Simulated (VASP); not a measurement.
Crystal: SrCl2.

```xyz
3
Lattice="2.1692 1.2524 6.3805 -2.1692 1.2524 6.3805 0.0000 -2.5047 6.3805" Properties=species:S:1:pos:R:3 pbc="T T T"
Sr    0.0000    0.0000    0.0034
Cl    0.0000    0.0000    8.0018
Cl    0.0000    0.0000    4.7556
```

This cell differs from its parent crystal: strain +4.0%.

Base run:

| Quantity | Value |
| --- | --- |
| Program | VASP 6.6.1 |
| Functional | r2SCAN |
| Potentials or basis | VASP PAW PBE potentials, release 64 (Sr_sv, Cl) |
| Cutoff | 520 eV |
| k mesh | 8 × 8 × 8 |
| Occupations | gaussian, width 0.01 eV |
| Spin | no spin polarisation |

Its results: band gap on the k mesh 4.65 eV, direct; pressure -1.3 GPa; largest force 0.007 eV/Å.

Task: The run is repeated on the same cell with these changes: functional from r2SCAN to PBE; occupations from gaussian, width 0.01 eV to fermi-dirac, width 0.02 eV. What comes out?

Result: Band gap on the k mesh 4.12 eV, direct; pressure -0.7 GPa; largest force 0.007 eV/Å.

Caveats: the PAW data sets were made with another functional, which shifts forces and pressure a little (some runs).

A k mesh can miss the band edges.
